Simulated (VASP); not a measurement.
# TiO2 (Pbca) in VASP: electric field gradients with LDA

Aim: the electric field gradients of TiO2 with LDA.

All numbers are computed with VASP 6.6.1; they aren't measurements. Logs are shortened: lines on timing, memory, paths and dates and some standing lists are left out, and cuts for length are marked.

**1. The cell of the first run**

Symmetry: Pbca, No. 61, orthorhombic system. Conventional cell: a = 5.157 Å, b = 9.191 Å, c = 5.463 Å, α = 90.00°, β = 90.00°, γ = 90.00°. Ti (site symmetry 1) has 6 O at 1.86 to 2.07 Å within 2.5 Å. Within 2.6 Å of O (site symmetry 1) lie 3 Ti at 1.86 to 2.02 Å and 2 O at 2.51 to 2.54 Å. O (site symmetry 1) has 3 Ti at 1.92 to 2.07 Å and 1 O at 2.54 Å within 2.6 Å.

**2. Electric field gradients, LDA**

File INCAR:

```
PREC = Accurate
ENCUT = 520
EDIFF = 1E-8
ISMEAR = -1
SIGMA = 0.02
LREAL = Auto
LASPH = True
NELM = 80
ALGO = Normal
ISIF = 2
LWAVE = False
LCHARG = False
LEFG = True
NBANDS = 114
```

File KPOINTS:

```
Automatic mesh
0
Gamma
  4 3 4
```

File POSCAR:

```
TiO2
1.0
    5.1570000000      0.0000000000      0.0000000000
    0.0000000000      9.1910000000      0.0000000000
    0.0000000000      0.0000000000      5.4630000000
Ti O
8 16
Direct
    0.1388841587      0.1289667645      0.9054172379
    0.6388841587      0.3710332355      0.0945827621
    0.8611158413      0.6289667645      0.5945827621
    0.3611158413      0.8710332355      0.4054172379
    0.8611158413      0.8710332355      0.0945827621
    0.3611158413      0.6289667645      0.9054172379
    0.1388841587      0.3710332355      0.4054172379
    0.6388841587      0.1289667645      0.5945827621
    0.8161176901      0.0096700113      0.8509726598
    0.3161176901      0.4903299887      0.1490273402
    0.1838823099      0.5096700113      0.6490273402
    0.6838823099      0.9903299887      0.3509726598
    0.1838823099      0.9903299887      0.1490273402
    0.6838823099      0.5096700113      0.8509726598
    0.8161176901      0.4903299887      0.3509726598
    0.3161176901      0.0096700113      0.6490273402
    0.4642817632      0.2299264137      0.8915039928
    0.9642817632      0.2700735863      0.1084960072
    0.5357182368      0.7299264137      0.6084960072
    0.0357182368      0.7700735863      0.3915039928
    0.5357182368      0.7700735863      0.1084960072
    0.0357182368      0.7299264137      0.8915039928
    0.4642817632      0.2700735863      0.3915039928
    0.9642817632      0.2299264137      0.6084960072
```

Potentials or basis: VASP PAW LDA potentials, release 64 (Ti_sv, O).

Command:

```sh
> cat potpaw_LDA.64/Ti_sv/POTCAR potpaw_LDA.64/O/POTCAR > POTCAR
> mpirun -np 1 vasp_std > vasp.out
```

OUTCAR:

```text
PREC = Accurate
   ENCUT = 520
   EDIFF = 1E-8
   ISMEAR = -1
   LREAL = Auto
   LASPH = True
   NELM = 80
   ISIF = 2

 ion  position               nearest neighbor table
   1  0.139  0.129  0.905-  13 1.86  17 1.92  18 1.93  16 2.00   9 2.02  24 2.07
   2  0.639  0.371  0.095-  14 1.86  18 1.92  17 1.93  15 2.00  10 2.02  23 2.07
   3  0.861  0.629  0.595-  15 1.86  19 1.92  20 1.93  14 2.00  11 2.02  22 2.07
   4  0.361  0.871  0.405-  16 1.86  20 1.92  19 1.93  13 2.00  12 2.02  21 2.07
   5  0.861  0.871  0.095-   9 1.86  21 1.92  22 1.93  12 2.00  13 2.02  20 2.07
   6  0.361  0.629  0.905-  10 1.86  22 1.92  21 1.93  11 2.00  14 2.02  19 2.07
   7  0.139  0.371  0.405-  11 1.86  23 1.92  24 1.93  10 2.00  15 2.02  18 2.07
   8  0.639  0.129  0.595-  12 1.86  24 1.92  23 1.93   9 2.00  16 2.02  17 2.07
   9  0.816  0.010  0.851-   5 1.86   8 2.00   1 2.02
  10  0.316  0.490  0.149-   6 1.86   7 2.00   2 2.02
  11  0.184  0.510  0.649-   7 1.86   6 2.00   3 2.02
  12  0.684  0.990  0.351-   8 1.86   5 2.00   4 2.02
  13  0.184  0.990  0.149-   1 1.86   4 2.00   5 2.02
  14  0.684  0.510  0.851-   2 1.86   3 2.00   6 2.02
[... 8 lines left out ...]
  23  0.464  0.270  0.392-   7 1.92   8 1.93   2 2.07
  24  0.964  0.230  0.608-   8 1.92   7 1.93   1 2.07

  LATTYP: Found a simple orthorhombic cell.
 ALAT       =     5.1570000000
 B/A-ratio  =     1.0593368237
 C/A-ratio  =     1.7822377351

  Lattice vectors:

 A1 = (  -5.1570000000,   0.0000000000,   0.0000000000)
 A2 = (   0.0000000000,   0.0000000000,   5.4630000000)
 A3 = (   0.0000000000,   9.1910000000,   0.0000000000)

Analysis of symmetry for initial positions (statically):
=====================================================================
 Subroutine PRICEL returns:
 Original cell was already a primitive cell.

 Routine SETGRP: Setting up the symmetry group for a
 simple orthorhombic supercell.

 Subroutine GETGRP returns: Found  8 space group operations
 (whereof  2 operations were pure point group operations)
 out of a pool of  8 trial point group operations.

The static configuration has the point symmetry S_2 .
 The point group associated with its full space group is D_2h.

Analysis of symmetry for dynamics (positions and initial velocities):
=====================================================================
 Subroutine PRICEL returns:
 Original cell was already a primitive cell.

 Routine SETGRP: Setting up the symmetry group for a
 simple orthorhombic supercell.

 Subroutine GETGRP returns: Found  8 space group operations
 (whereof  2 operations were pure point group operations)
 out of a pool of  8 trial point group operations.

The dynamic configuration has the point symmetry S_2 .
 The point group associated with its full space group is D_2h.

 Subroutine INISYM returns: Found  8 space group operations
 (whereof  2 operations are pure point group operations),
 and found     1 'primitive' translations

----------------------------------------------------------------------------------------

                                     Primitive cell

  volume of cell :     258.9352

  direct lattice vectors                    reciprocal lattice vectors
     5.157000000  0.000000000  0.000000000     0.193911189  0.000000000  0.000000000
     0.000000000  9.191000000  0.000000000     0.000000000  0.108802089  0.000000000
     0.000000000  0.000000000  5.463000000     0.000000000  0.000000000  0.183049606

  length of vectors
     5.157000000  9.191000000  5.463000000     0.193911189  0.108802089  0.183049606

  position of ions in fractional coordinates (direct lattice)
     0.138884159  0.128966764  0.905417238
     0.638884159  0.371033236  0.094582762
     0.861115841  0.628966764  0.594582762
     0.361115841  0.871033236  0.405417238
     0.861115841  0.871033236  0.094582762
     0.361115841  0.628966764  0.905417238
[... 16 lines left out ...]
     0.464281763  0.270073586  0.391503993
     0.964281763  0.229926414  0.608496007

  ion indices of the primitive-cell ions
[... 96 lines left out ...]
   ISIF   =      2    stress and relaxation
   ISYM   =      2    0-nonsym 1-usesym 2-fastsym
   POTIM  = 0.5000    time-step for ionic-motion
   TEBEG  =    0.0;   TEEND  =   0.0 temperature during run
   PSTRESS=    0.0 pullay stress
   NELECT =     192.0000    total number of electrons
   NUPDOWN=      -1.0000    fix difference up-down
   EMIN   =  10.00;   EMAX   =-10.00  energy-range for DOS
   EFERMI =   0.00;   METHOD = LEGACY
   ISMEAR =    -1;   SIGMA  =   0.02  broadening in eV -4-tet -1-fermi 0-gaus
   EFERMI_NEDOS =   21; number of points for ismear=-14 and -15
   IALGO  =     38    algorithm
   IMIX   =      4    mixing-type and parameters
     AMIX     =   0.40;   BMIX     =  1.00
     AMIX_MAG =   1.60;   BMIX_MAG =  1.00
  volume/ion in A,a.u.               =      10.79        72.81
  Fermi-wavevector in a.u.,A,eV,Ry     =   1.481761  2.800123 29.873171  2.195616
  Thomas-Fermi vector in A             =   2.595631
   LORBIT       =      0    0 simple, 1 ext, 2 COOP (PROOUT), +10 PAW based schemes
   GGA     = CA    functional components
   LHFCALC =     F    Hartree Fock is set to
   AEXX    =    0.0000 exact exchange contribution
   IVDW    =     0    specifies the selected vdW correction
   LEPSILON=     F    determine dielectric tensor
   LRPA    =     F    only Hartree local field effects (RPA)
 non-spin polarized calculation
  energy-cutoff  :      520.00
  volume of cell :      258.94
 maximum number of plane-waves:      7004
 NGX is ok and might be reduce to    40
   NGX = 19   NGY = 35   NGZ = 21

 number of electron     191.9999974 magnetization

 Free energy of the ion-electron system (eV)
  ---------------------------------------------------
  ext. energy  EPLUGINS =         0.00000000
  ---------------------------------------------------
  free energy    TOTEN  =      -235.11933554 eV

  energy without entropy =     -235.11933554  energy(sigma->0) =     -235.11933554

 E-fermi :   4.2838     XC(G=0): -11.7394

 val. band max:        3.7606806938   @ k =   0.0000   0.0000   0.0000
 cond. band min:       6.0140081219   @ k =   0.0000   0.0000   0.0000
 fundamental gap:      2.2533274281
 Fermi energy:         4.2837508416

 k-point     1 :       0.0000    0.0000    0.0000
  band No.  band energies     occupation
      1     -51.9879      2.00000
      2     -51.9777      2.00000
      3     -51.9633      2.00000
      4     -51.9547      2.00000
      5     -51.9545      2.00000
      6     -51.9531      2.00000
[... 1987 lines left out ...]
    107       7.0510      0.00000
    108       7.0510      0.00000
 [bands above 108 left out]

------------------------ aborting loop because EDIFF is reached ----------------------------------------

  FORCE on cell =-STRESS in cart. coord.  units (eV):
  Direction    XX          YY          ZZ          XY          YZ          ZX
  --------------------------------------------------------------------------------------
  -------------------------------------------------------------------------------------
  Total      -14.1287735    -12.4553944    -12.4349993      0.0000000      0.0000000      0.0000000
  in kB      -87.4226463    -77.0685112    -76.9423152      0.0000000      0.0000000      0.0000000
  external PRESSURE =     -80.4778242 kB  Pullay stress =       0.0000000 kB

 VOLUME and BASIS-vectors are now :
 -----------------------------------------------------------------------------
  energy-cutoff  :      520.00
  volume of cell :      258.94
      direct lattice vectors                 reciprocal lattice vectors
     5.157000000  0.000000000  0.000000000     0.193911189  0.000000000  0.000000000
     0.000000000  9.191000000  0.000000000     0.000000000  0.108802089  0.000000000
     0.000000000  0.000000000  5.463000000     0.000000000  0.000000000  0.183049606

 POSITION                                       TOTAL-FORCE (eV/Angst)
 -----------------------------------------------------------------------------------
      0.71623      1.18533      4.94629        -0.025698     -0.047870     -0.053860
      3.29473      3.41017      0.51671        -0.025698      0.047870      0.053860
      4.44077      5.78083      3.24821         0.025698     -0.047870      0.053860
      1.86227      8.00567      2.21479         0.025698      0.047870     -0.053860
      4.44077      8.00567      0.51671         0.025698      0.047870      0.053860
      1.86227      5.78083      4.94629         0.025698     -0.047870     -0.053860
[... 16 lines left out ...]
      2.39430      2.48225      2.13879        -0.013458      0.062249      0.005244
      4.97280      2.11325      3.32421        -0.013458     -0.062249     -0.005244
 -----------------------------------------------------------------------------------
    total drift:                                0.000000      0.000000      0.000000

  FREE ENERGIE OF THE ION-ELECTRON SYSTEM (eV)
  ---------------------------------------------------
  free  energy   TOTEN  =      -235.1193355418 eV

  energy  without entropy=     -235.1193355418  energy(sigma->0) =     -235.11933554

 Electric field gradients (V/A^2)
---------------------------------------------------------------------
 ion       V_xx      V_yy      V_zz      V_xy      V_xz      V_yz
---------------------------------------------------------------------
   1       0.877    -9.123     8.246    -3.964    13.101     9.753
   2       0.877    -9.123     8.246     3.964   -13.101     9.753
   3       0.877    -9.123     8.246     3.964    13.101    -9.753
   4       0.877    -9.123     8.246    -3.964   -13.101    -9.753
   5       0.877    -9.123     8.246    -3.964    13.101     9.753
   6       0.877    -9.123     8.246     3.964   -13.101     9.753
[... 16 lines left out ...]
  23       1.437    -5.425     3.988    -1.218     2.496   -18.666
  24       1.437    -5.425     3.988     1.218    -2.496   -18.666
---------------------------------------------------------------------

 Electric field gradients after diagonalization (V/A^2)
 (convention: |V_zz| > |V_xx| > |V_yy|)
----------------------------------------------------------------------
 ion       V_xx      V_yy      V_zz     asymmetry (V_yy - V_xx)/ V_zz
----------------------------------------------------------------------
   1     -18.539    -0.765    19.304       0.921
   2     -18.539    -0.765    19.304       0.921
   3     -18.539    -0.765    19.304       0.921
   4     -18.539    -0.765    19.304       0.921
   5     -18.539    -0.765    19.304       0.921
   6     -18.539    -0.765    19.304       0.921
[... 16 lines left out ...]
  23      18.953     1.031   -19.984       0.897
  24      18.953     1.031   -19.984       0.897
----------------------------------------------------------------------

           NMR quadrupolar parameters

 Cq : quadrupolar parameter    Cq=e*Q*V_zz/h
 eta: asymmetry parameters     (V_yy - V_xx)/ V_zz
 Q  : nuclear electric quadrupole moment in mb (millibarn)
----------------------------------------------------------------------
 ion       Cq(MHz)       eta       Q (mb)
----------------------------------------------------------------------
   1       0.047       0.921       1.000
   2       0.047       0.921       1.000
   3       0.047       0.921       1.000
   4       0.047       0.921       1.000
   5       0.047       0.921       1.000
   6       0.047       0.921       1.000
[... 16 lines left out ...]
  23      -0.048       0.897       1.000
  24      -0.048       0.897       1.000
----------------------------------------------------------------------
```

It took 22 min on 1 thread of AMD EPYC 9755, shared host; peak memory 0.44 GiB.

Results:

```yaml
Free_energy: -235.1193 eV
Pressure: -8.0 GPa
Largest_force: 0.191 eV/Å
Band_gap_on_the_k_mesh: 2.25 eV
Largest_electric_field_gradient_by_atom: Ti +19.3; O +15.7, -20.0 (each value once) V/Å²
```

Forces in eV/Å, atoms in the order of the input:
```
Ti  -0.026 -0.048 -0.054
Ti  -0.026  0.048  0.054
Ti   0.026 -0.048  0.054
Ti   0.026  0.048 -0.054
Ti   0.026  0.048  0.054
Ti   0.026 -0.048 -0.054
Ti  -0.026  0.048 -0.054
Ti  -0.026 -0.048  0.054
O    0.128  0.127  0.063
O    0.128 -0.127 -0.063
O   -0.128  0.127 -0.063
O   -0.128 -0.127  0.063
O   -0.128 -0.127 -0.063
O   -0.128  0.127  0.063
O    0.128 -0.127  0.063
O    0.128  0.127 -0.063
O   -0.013 -0.062  0.005
O   -0.013  0.062 -0.005
O    0.013 -0.062 -0.005
O    0.013  0.062  0.005
O    0.013  0.062 -0.005
O    0.013 -0.062  0.005
O   -0.013  0.062  0.005
O   -0.013 -0.062 -0.005
```

Stress tensor (GPa, compression positive):
```
-8.74  0.00  0.00
 0.00 -7.71  0.00
 0.00  0.00 -7.69
```

Electric field gradients, principal values (V/Å²):
| atom | least | middle | greatest (by size) |
| --- | --- | --- | --- |
| 1 Ti | -0.765 | -18.539 | 19.304 |
| 2 Ti | -0.765 | -18.539 | 19.304 |
| 3 Ti | -0.765 | -18.539 | 19.304 |
| 4 Ti | -0.765 | -18.539 | 19.304 |
| 5 Ti | -0.765 | -18.539 | 19.304 |
| 6 Ti | -0.765 | -18.539 | 19.304 |
| 7 Ti | -0.765 | -18.539 | 19.304 |
| 8 Ti | -0.765 | -18.539 | 19.304 |
| 9 O | -2.445 | -13.208 | 15.653 |
| 10 O | -2.445 | -13.208 | 15.653 |
| 11 O | -2.445 | -13.208 | 15.653 |
| 12 O | -2.445 | -13.208 | 15.653 |
| 13 O | -2.445 | -13.208 | 15.653 |
| 14 O | -2.445 | -13.208 | 15.653 |
| 15 O | -2.445 | -13.208 | 15.653 |
| 16 O | -2.445 | -13.208 | 15.653 |
| 17 O | 1.031 | 18.953 | -19.984 |
| 18 O | 1.031 | 18.953 | -19.984 |
| 19 O | 1.031 | 18.953 | -19.984 |
| 20 O | 1.031 | 18.953 | -19.984 |
| 21 O | 1.031 | 18.953 | -19.984 |
| 22 O | 1.031 | 18.953 | -19.984 |
| 23 O | 1.031 | 18.953 | -19.984 |
| 24 O | 1.031 | 18.953 | -19.984 |

Caveat: the cell stands under tension; without QUAD_EFG the Cq values of the log hold for a quadrupole moment of 1 mb, not for the nuclei. A k mesh can miss the band edges.
